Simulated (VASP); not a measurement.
# Mg (I4/mmm) in VASP: a series of runs, part 2 of 2

VASP 6.6.1.

## Step 4: Single point, PBE (volume 21.138 Å^3 an atom, c/a of the conventional cell 0.9288)

Input file INCAR:

```
ALGO     = Fast           # electronic algorithm
EDIFF    = 1E-6           # SCF threshold, eV
ENCUT    = 520            # plane-wave cutoff, eV
GGA      = PE             # functional
ISIF     = 2              # what is computed and relaxed
ISMEAR   = 0              # smearing method
LASPH    = T              # aspherical terms in the spheres
LCHARG   = F              # write CHGCAR
LREAL    = F              # projectors in reciprocal space
LWAVE    = F              # write WAVECAR
NBANDS   = 7              # bands
NELM     = 80             # most SCF steps
PREC     = Accurate       # precision mode
SIGMA    = 0.15           # smearing width, eV
```

Input file KPOINTS:

```
k-points
0
Gamma
  20 20 20
```

Input file POSCAR:

```
Mg
1.0
   -1.7852278655      1.7852278655      1.6581224065
    1.7852278655     -1.7852278655      1.6581224065
    1.7852278655      1.7852278655     -1.6581224065
Mg
1
Direct
    0.0000000000      0.0000000000      0.0000000000
```

Potentials or basis: VASP PAW PBE potentials, release 64 (Mg).

On the command line:

```
$ cat potpaw_PBE.64/Mg/POTCAR > POTCAR
$ mpirun -np 1 vasp_std > vasp.out
```

OUTCAR:

```text
EDIFF = 1E-6
   ENCUT = 520
   GGA = PE
   ISIF = 2
   ISMEAR = 0
   LASPH = T
   LREAL = F
   NELM = 80
   PREC = Accurate

 ion  position               nearest neighbor table
   1  0.000  0.000  0.000-

  LATTYP: Found a body centered tetragonal cell.
 ALAT       =     3.5704557310
 C/A-ratio  =     0.9288015488

  Lattice vectors:

 A1 = (  -1.7852278655,   1.7852278655,   1.6581224065)
 A2 = (   1.7852278655,  -1.7852278655,   1.6581224065)
 A3 = (   1.7852278655,   1.7852278655,  -1.6581224065)

Analysis of symmetry for initial positions (statically):
=====================================================================
 Subroutine PRICEL returns:
 Original cell was already a primitive cell.

 Routine SETGRP: Setting up the symmetry group for a
 body centered tetragonal supercell.

 Subroutine GETGRP returns: Found 16 space group operations
 (whereof 16 operations were pure point group operations)
 out of a pool of 16 trial point group operations.

The static configuration has the point symmetry D_4h.

Analysis of symmetry for dynamics (positions and initial velocities):
=====================================================================
 Subroutine PRICEL returns:
 Original cell was already a primitive cell.

 Routine SETGRP: Setting up the symmetry group for a
 body centered tetragonal supercell.

 Subroutine GETGRP returns: Found 16 space group operations
 (whereof 16 operations were pure point group operations)
 out of a pool of 16 trial point group operations.

The dynamic configuration has the point symmetry D_4h.

 Subroutine INISYM returns: Found 16 space group operations
 (whereof 16 operations are pure point group operations),
 and found     1 'primitive' translations

----------------------------------------------------------------------------------------

                                     Primitive cell

  volume of cell :      21.1380

[... 102 lines left out ...]
   EFERMI_NEDOS =   21; number of points for ismear=-14 and -15
   IALGO  =     68    algorithm
   IMIX   =      4    mixing-type and parameters
     AMIX     =   0.40;   BMIX     =  1.00
     AMIX_MAG =   1.60;   BMIX_MAG =  1.00
  volume/ion in A,a.u.               =      21.14       142.65
  Fermi-wavevector in a.u.,A,eV,Ry     =   0.745985  1.409708  7.571559  0.556494
  Thomas-Fermi vector in A             =   1.841700
   LORBIT       =      0    0 simple, 1 ext, 2 COOP (PROOUT), +10 PAW based schemes
   GGA     = PE    functional components
   LHFCALC =     F    Hartree Fock is set to
   AEXX    =    0.0000 exact exchange contribution
   IVDW    =     0    specifies the selected vdW correction
   LEPSILON=     F    determine dielectric tensor
   LRPA    =     F    only Hartree local field effects (RPA)
 non-spin polarized calculation
 RMM-DIIS sequential band-by-band and
 Gauss-broadening in eV      SIGMA  =   0.15
  energy-cutoff  :      520.00
  volume of cell :       21.14
 maximum number of plane-waves:       586
   NGX = 11   NGY = 11   NGZ = 11

 number of electron       2.0000000 magnetization

 Free energy of the ion-electron system (eV)
  ---------------------------------------------------
  ext. energy  EPLUGINS =         0.00000000
  ---------------------------------------------------
  free energy    TOTEN  =        -1.46375196 eV

  energy without entropy =       -1.45993956  energy(sigma->0) =       -1.46184576

 E-fermi :   3.1266     XC(G=0):  -8.7529

 val. band max:        3.1094554593   @ k =  -0.4000   0.5000   0.0500
 cond. band min:       3.1268749749   @ k =  -0.2000  -0.4500   0.1000
 fundamental gap:      0.0174195156
 Fermi energy:         3.1265917234

 k-point     1 :       0.0000    0.0000    0.0000
  band No.  band energies     occupation
      1      -4.2126      2.00000
      2      15.6793      0.00000
      3      17.2800      0.00000
      4      17.2800      0.00000
      5      17.9254      0.00000
      6      18.4757      0.00000
      7      18.4757      0.00000
[... 221 lines left out ...]
 k-point    24 :      -0.3500    0.0500    0.0000
  band No.  band energies     occupation
      1      -1.5368      2.00000
      2       6.9854      0.00000
      3      11.4138      0.00000
      4      13.4175      0.00000
      5      14.2752      0.00000
      6      16.5797      0.00000
      7      22.0466      0.00000

 [... further k-points ...]
[... 5 lines left out ...]
  --------------------------------------------------------------------------------------
  -------------------------------------------------------------------------------------
  Total        0.4248430      0.4248430      0.4731212      0.0000000     -0.0000000      0.0000000
  in kB       32.2014301     32.2014301     35.8607249      0.0000000     -0.0000000      0.0000000
  external PRESSURE =      33.4211950 kB  Pullay stress =       0.0000000 kB

 VOLUME and BASIS-vectors are now :
 -----------------------------------------------------------------------------
  energy-cutoff  :      520.00
  volume of cell :       21.14
      direct lattice vectors                 reciprocal lattice vectors
    -1.785227866  1.785227866  1.658122406     0.000000000  0.280076291  0.301545892
     1.785227866 -1.785227866  1.658122406     0.280076291  0.000000000  0.301545892
     1.785227866  1.785227866 -1.658122406     0.280076291  0.280076291  0.000000000

 POSITION                                       TOTAL-FORCE (eV/Angst)
 -----------------------------------------------------------------------------------
      0.00000      0.00000      0.00000        -0.000000      0.000000     -0.000000
 -----------------------------------------------------------------------------------
    total drift:                                0.000000     -0.000000     -0.000000

  FREE ENERGIE OF THE ION-ELECTRON SYSTEM (eV)
  ---------------------------------------------------
  free  energy   TOTEN  =        -1.4637519581 eV

  energy  without entropy=       -1.4599395593  energy(sigma->0) =       -1.46184576
```

OSZICAR:

```text
N       E                     dE             d eps       ncg     rms          rms(c)
DAV:   1    -0.781536470508E+00   -0.78154E+00   -0.79568E+02  9709   0.195E+02
DAV:   2    -0.147007274399E+01   -0.68854E+00   -0.66795E+00 11879   0.115E+01
DAV:   3    -0.147248393180E+01   -0.24112E-02   -0.24102E-02 11291   0.765E-01
DAV:   4    -0.147248811367E+01   -0.41819E-05   -0.41817E-05 12747   0.240E-02
DAV:   5    -0.147248812708E+01   -0.13409E-07   -0.13647E-07 11333   0.867E-04    0.671E-01
RMM:   6    -0.146816501018E+01    0.43231E-02   -0.17839E-04  8975   0.108E-01    0.428E-01
RMM:   7    -0.146374418378E+01    0.44208E-02   -0.79136E-04  9336   0.202E-01    0.230E-02
RMM:   8    -0.146375209583E+01   -0.79120E-05   -0.36376E-05  9445   0.410E-02    0.540E-03
RMM:   9    -0.146375195811E+01    0.13771E-06   -0.24743E-06  9827   0.919E-03
   1 F= -.14637520E+01 E0= -.14618458E+01  d E =-.381240E-02
```

stdout:

```text
POSCAR found type information on POSCAR Mg
 POSCAR found :  1 types and       1 ions
 scaLAPACK will be used
 LDA part: xc-table for (Slater+PW92), standard interpolation
 POSCAR, INCAR and KPOINTS ok, starting setup
 FFT: planning ... GRIDC
 FFT: planning ... GRID_SOFT
 FFT: planning ... GRID
 WAVECAR not read
 entering main loop
```

Wall time 16 s (1 thread of Intel Xeon 6975P-C (Granite Rapids), shared host); peak memory 0.21 GiB.

What came out:

```
Free energy            : -1.4638 eV
Pressure               : 3.3 GPa
Band gap on the k mesh : zero (band 1 reaches 6.62 eV, above the bottom of band 2 at 1.84 eV)
```

Stress tensor (GPa, compression positive):
```
3.22 0.00 0.00
0.00 3.22 0.00
0.00 0.00 3.59
```

## Step 5: Single point, PBE (volume 21.751 Å^3 an atom, c/a of the conventional cell 1.1142)

INCAR, as its differences from that of step 4:

```diff
@@ -1,2 +1,2 @@
-ALGO     = Fast           # electronic algorithm
+ALGO     = Normal         # electronic algorithm
 EDIFF    = 1E-6           # SCF threshold, eV
```

KPOINTS is that of step 4.

Input file POSCAR:

```
Mg
1.0
   -1.6962324254      1.6962324254      1.8899421684
    1.6962324254     -1.6962324254      1.8899421684
    1.6962324254      1.6962324254     -1.8899421684
Mg
1
Direct
    0.0000000000      0.0000000000      0.0000000000
```

Potentials or basis: VASP PAW PBE potentials, release 64 (Mg).

On the command line:

```
$ cat potpaw_PBE.64/Mg/POTCAR > POTCAR
$ mpirun -np 1 vasp_std > vasp.out
```

OUTCAR:

```text
EDIFF = 1E-6
   ENCUT = 520
   GGA = PE
   ISIF = 2
   ISMEAR = 0
   LASPH = T
   LREAL = F
   NELM = 80
   PREC = Accurate

 ion  position               nearest neighbor table
   1  0.000  0.000  0.000-

  LATTYP: Found a body centered tetragonal cell.
 ALAT       =     3.3924648508
 C/A-ratio  =     1.1142000000

  Lattice vectors:

 A1 = (  -1.6962324254,   1.6962324254,   1.8899421684)
 A2 = (   1.6962324254,  -1.6962324254,   1.8899421684)
 A3 = (   1.6962324254,   1.6962324254,  -1.8899421684)

Analysis of symmetry for initial positions (statically):
=====================================================================
 Subroutine PRICEL returns:
 Original cell was already a primitive cell.

 Routine SETGRP: Setting up the symmetry group for a
 body centered tetragonal supercell.

 Subroutine GETGRP returns: Found 16 space group operations
 (whereof 16 operations were pure point group operations)
 out of a pool of 16 trial point group operations.

The static configuration has the point symmetry D_4h.

Analysis of symmetry for dynamics (positions and initial velocities):
=====================================================================
 Subroutine PRICEL returns:
 Original cell was already a primitive cell.

[... 151 lines left out ...]
  energy without entropy =       -1.47108790  energy(sigma->0) =       -1.47343631

 E-fermi :   2.9565     XC(G=0):  -8.6621

 val. band max:        2.9517707570   @ k =   0.4000   0.4000   0.1000
 cond. band min:       2.9623968783   @ k =  -0.2500  -0.4000   0.0500
 fundamental gap:      0.0106261213
 Fermi energy:         2.9564834797

 k-point     1 :       0.0000    0.0000    0.0000
  band No.  band energies     occupation
      1      -4.2433      2.00000
      2      15.7507      0.00000
      3      15.7507      0.00000
      4      17.2704      0.00000
      5      17.8692      0.00000
      6      18.1603      0.00000
      7      18.4528      0.00000
[... 221 lines left out ...]
 k-point    24 :      -0.3500    0.0500    0.0000
  band No.  band energies     occupation
      1      -1.6879      2.00000
      2       6.0328      0.00000
      3      12.5367      0.00000
      4      13.4461      0.00000
      5      15.5116      0.00000
      6      16.0222      0.00000
      7      18.6050      0.00000

 [... further k-points ...]
[... 5 lines left out ...]
  --------------------------------------------------------------------------------------
  -------------------------------------------------------------------------------------
  Total        0.2492372      0.2492372      0.3310022      0.0000000     -0.0000000      0.0000000
  in kB       18.3587959     18.3587959     24.3815984      0.0000000     -0.0000000      0.0000000
  external PRESSURE =      20.3663967 kB  Pullay stress =       0.0000000 kB

 VOLUME and BASIS-vectors are now :
 -----------------------------------------------------------------------------
  energy-cutoff  :      520.00
  volume of cell :       21.75
      direct lattice vectors                 reciprocal lattice vectors
    -1.696232425  1.696232425  1.889942168     0.000000000  0.294770924  0.264558360
     1.696232425 -1.696232425  1.889942168     0.294770924  0.000000000  0.264558360
     1.696232425  1.696232425 -1.889942168     0.294770924  0.294770924  0.000000000

 POSITION                                       TOTAL-FORCE (eV/Angst)
 -----------------------------------------------------------------------------------
      0.00000      0.00000      0.00000         0.000000      0.000000     -0.000000
 -----------------------------------------------------------------------------------
    total drift:                                0.000000      0.000000      0.000000

  FREE ENERGIE OF THE ION-ELECTRON SYSTEM (eV)
  ---------------------------------------------------
  free  energy   TOTEN  =        -1.4757847249 eV

  energy  without entropy=       -1.4710879041  energy(sigma->0) =       -1.47343631
```

OSZICAR:

```text
N       E                     dE             d eps       ncg     rms          rms(c)
DAV:   1    -0.820093390752E+00   -0.82009E+00   -0.79410E+02  9744   0.195E+02
DAV:   2    -0.148160771587E+01   -0.66151E+00   -0.63758E+00 11942   0.111E+01
DAV:   3    -0.148416846758E+01   -0.25608E-02   -0.25588E-02 11487   0.766E-01
DAV:   4    -0.148417315923E+01   -0.46917E-05   -0.46919E-05 12593   0.241E-02
DAV:   5    -0.148417317548E+01   -0.16246E-07   -0.16335E-07 11711   0.911E-04    0.671E-01
DAV:   6    -0.148009372127E+01    0.40795E-02   -0.25729E-04 10171   0.114E-01    0.429E-01
DAV:   7    -0.147577899303E+01    0.43147E-02   -0.11501E-03  9576   0.200E-01    0.239E-02
DAV:   8    -0.147578502453E+01   -0.60315E-05   -0.77885E-06 13615   0.167E-02    0.533E-03
DAV:   9    -0.147578472487E+01    0.29966E-06   -0.65003E-07  9968   0.336E-03
   1 F= -.14757847E+01 E0= -.14734363E+01  d E =-.469682E-02
```

It took 16 s on 1 thread of Intel Xeon 6975P-C (Granite Rapids), shared host; peak memory 0.21 GiB.

Results:

| Item | Value |
| --- | --- |
| Free energy | -1.4758 eV |
| Pressure | 2.0 GPa |
| Band gap on the k mesh | zero (band 1 reaches 5.54 eV, above the bottom of band 2 at 1.82 eV) |

## Step 6: Single point, PBE (volume 21.751 Å^3 an atom, c/a of the conventional cell 0.8741)

Input file INCAR:

```
PREC     = Accurate       # precision mode
ENCUT    = 520            # plane-wave cutoff, eV
EDIFF    = 1E-6           # SCF threshold, eV
ISMEAR   = 0              # smearing method
SIGMA    = 0.15           # smearing width, eV
LREAL    = F              # projectors in reciprocal space
LASPH    = T              # aspherical terms in the spheres
NELM     = 60             # most SCF steps
ALGO     = Normal         # electronic algorithm
ISIF     = 2              # what is computed and relaxed
LWAVE    = F              # write WAVECAR
LCHARG   = T              # write CHGCAR
GGA      = PE             # functional
LELF     = T              # ELF
LVHAR    = T            
NBANDS   = 7              # bands
```

Input file KPOINTS:

```
regular mesh
0
Gamma
  20 20 20
```

Input file POSCAR:

```
Mg
1.0
   -1.8391594046      1.8391594046      1.6076092356
    1.8391594046     -1.8391594046      1.6076092356
    1.8391594046      1.8391594046     -1.6076092356
Mg
1
Direct
    0.0000000000      0.0000000000      0.0000000000
```

Potentials or basis: VASP PAW PBE potentials, release 64 (Mg).

On the command line:

```
$ cat potpaw_PBE.64/Mg/POTCAR > POTCAR
$ mpirun -np 1 vasp_std > vasp.out
```

Run time: 16 s. Hardware: 1 thread of Intel Xeon 6975P-C (Granite Rapids), shared host; peak memory 0.22 GiB.

It converged, with:

- Free energy: -1.4694 eV
- Pressure: 2.2 GPa
- Band gap on the k mesh: zero (band 1 reaches 6.05 eV, above the bottom of band 2 at 1.40 eV)

Stress tensor (GPa, compression positive):
```
1.78 0.00 0.00
0.00 1.78 0.00
0.00 0.00 3.14
```

Levels at points of the mesh, in eV from the Fermi level:
| k point | band 1 | band 2 | band 3 | band 4 |
| --- | --- | --- | --- | --- |
| (0.00, 0.00, 0.00) | -7.17 | 11.65 | 13.95 | 14.18 |
| (0.50, 0.00, 0.00) | -1.30 | -0.50 | 8.13 | 9.12 |
| (0.50, 0.50, 0.00) | -1.94 | -1.53 | 10.69 | 11.57 |
| (0.50, 0.50, 0.50) | 3.00 | 3.00 | 3.39 | 4.11 |

## Step 7: Summary

```tsv
cell	gap on the mesh (eV)	pressure (GPa)
a = 3.025 Å, angles 112.5, 112.5, 103.5°, 1 atom	none	3.4
a = 3.041 Å, angles 104.6, 104.6, 119.6°, 1 atom	none	4.0
a = 3.021 Å, angles 107.5, 107.5, 113.4°, 1 atom	none	3.3
a = 3.054 Å, angles 112.5, 112.5, 103.5°, 1 atom	none	2.0
a = 3.058 Å, angles 106.0, 106.0, 116.6°, 1 atom	none	2.2
```

Alike in all rows: task single point; level PBE; potentials or basis VASP PAW PBE potentials, release 64 (Mg); no spin polarisation; k mesh 20 × 20 × 20; cutoff (eV) 520; smearing gaussian 0.15 eV.

Absolute energies hang on the potentials; compare differences alone.
